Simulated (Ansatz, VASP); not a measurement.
**SnSe in VASP and in Ansatz**

Contents of INCAR:

```
SYSTEM = SnSe
PREC = Accurate
ENCUT = 520
EDIFF = 1E-7
ISMEAR = 0
SIGMA = 0.05
LREAL = .FALSE.
LASPH = .TRUE.
NELM = 60
ALGO = Normal
ISIF = 2
LWAVE = .FALSE.
LCHARG = .TRUE.
LELF = .TRUE.
LVHAR = .TRUE.
NBANDS = 17
```

The input KPOINTS:

```
regular mesh
0
G
  10 10 10
  0 0 0
```

POSCAR

```
SnSe
1.0
    0.0000000000      2.7729017161      3.3274820593
    2.7729017161      0.0000000000      3.3274820593
    2.7729017161      2.7729017161      0.0000000000
Sn Se
1 1
Direct
    0.0000000000      0.0000000000      0.0000000000
    0.5000000000      0.5000000000      0.5000000000
```

Input for Ansatz:

```yaml
crystal:
  lattice:
    - [0.0, 2.7729017161, 3.3274820593]
    - [2.7729017161, 0.0, 3.3274820593]
    - [2.7729017161, 2.7729017161, 0.0]
  atoms:
    - { symbol: Sn, position: [0.0, 0.0, 0.0] }
    - { symbol: Se, position: [0.5, 0.5, 0.5] }
basis:
  ecutwfc: 420
kpoints:
  mp_grid: { grid: [10, 10, 10] }
hamiltonian:
  xc: lda
scf:
  occupations: { method: gaussian, width: 0.05 }
output:
  forces: true
  stress: true
  eigenvalues: true
```

Alike in both runs: task single point; functional LDA; k mesh 10 × 10 × 10; occupations gaussian, width 0.05 eV; no spin polarisation.

|  | VASP | Ansatz |
| --- | --- | --- |
| version | VASP 6.6.1 | Ansatz 0.2.0 |
| potentials or method | VASP PAW LDA potentials, release 64 (Sn_d, Se), cutoff 520 eV | scalar-relativistic, plane waves, PAW |
| valence electrons in the cell | 20 | 30 |

```csv
,VASP,Ansatz,Ansatz less VASP
gap on the k mesh at the Fermi level (eV),none,none,-
pressure (GPa),4.6,4.5,-0.10
"traceless stress, the component that is largest in VASP (GPa)",-12.25,-12.13,+0.121
```

LDA's correlation is that of Perdew and Zunger in VASP and of Perdew and Wang (1992) in Ansatz. A gap of «none» marks a metal or a gap that the smearing closes. VASP's potentials hold 20 valence electrons a cell and Ansatz's 30, so a difference there can come from the potentials and not from the codes.
